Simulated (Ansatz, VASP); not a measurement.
# Ga2SnTe2 in VASP and in Ansatz

```xyz
5
Lattice="4.0138 0.0000 0.0000 -2.0069 3.4761 0.0000 0.0000 0.0000 11.9989" Properties=species:S:1:pos:R:3 pbc="T T T"
Ga    0.0000    0.0000    3.3165
Ga    0.0000    0.0000    8.6824
Sn    0.0000    0.0000    5.9995
Te    0.0000    2.3174    1.9912
Te    2.0069    1.1587   10.0077
```

Alike in both runs: functional PBE; k mesh 12 × 12 × 4; occupations gaussian, width 0.1 eV; no spin polarisation.

Ansatz relaxed the structure, and its values are those at the end. VASP's run is a single point on that final structure, the one shown.

|  | VASP | Ansatz |
| --- | --- | --- |
| version | VASP 6.6.1 | Ansatz 0.2.0 |
| potentials or method | VASP PAW PBE potentials, release 64 (Ga_d, Sn_d, Te), cutoff 520 eV | scalar-relativistic, plane waves, PAW |
| valence electrons in the cell | 52 | 72 |

```csv
,VASP,Ansatz,Ansatz less VASP
gap on the k mesh at the Fermi level (eV),none,none,-
pressure (GPa),0.0,0.0,-0.02
rms of the force components (eV/Å),0.010,0.000,-0.0095
```

A gap of «none» marks a metal or a gap that the smearing closes. VASP's potentials hold 52 valence electrons a cell and Ansatz's 72, so a difference there can come from the potentials and not from the codes.

Neither program's run includes spin-orbit coupling.
